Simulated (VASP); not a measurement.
Here is a VASP 6.6.1 calculation.

File INCAR:

```
SYSTEM = CuI
  PREC = Accurate
  ENCUT = 520
  EDIFF = 1E-6
  ISMEAR = 0
  SIGMA = 0.01
  LREAL = .FALSE.
  LASPH = .TRUE.
  NELM = 60
  ALGO = Normal
  ISIF = 2
  LWAVE = .FALSE.
  LCHARG = .FALSE.
  NBANDS = 26
```

The input KPOINTS:

```
regular mesh
0
G
  6 6 4
  0 0 0
```

The input POSCAR:

```
CuI
1.0
    4.3755374598      0.0000000000      0.0000000000
   -2.1877687299      3.7893265954      0.0000000000
    0.0000000000      0.0000000000      7.2537939909
Cu I
2 2
Direct
    0.3333333333      0.6666666667      0.2500000000
    0.6666666667      0.3333333333      0.7500000000
    0.6666666667      0.3333333333      0.2500000000
    0.3333333333      0.6666666667      0.7500000000
```

Potentials or basis: VASP PAW LDA potentials, release 64 (Cu, I).

Run with:

```sh
$ cat potpaw_LDA.64/Cu/POTCAR potpaw_LDA.64/I/POTCAR > POTCAR
$ mpirun -np 1 vasp_std > vasp.out
```

Problem. What does it give for the band gap on the k mesh?

Solution. 1.09 eV, direct.

Problem. Predict the pressure.

Solution. -3.1 GPa.

Stress tensor (GPa, compression positive):
```
-3.80  0.00  0.00
 0.00 -3.80  0.00
 0.00  0.00 -1.65
```

Caveat: spin-orbit coupling is left out, which moves the levels of the heavy elements. A hybrid or GW would open this gap; LDA tends to underestimate it.
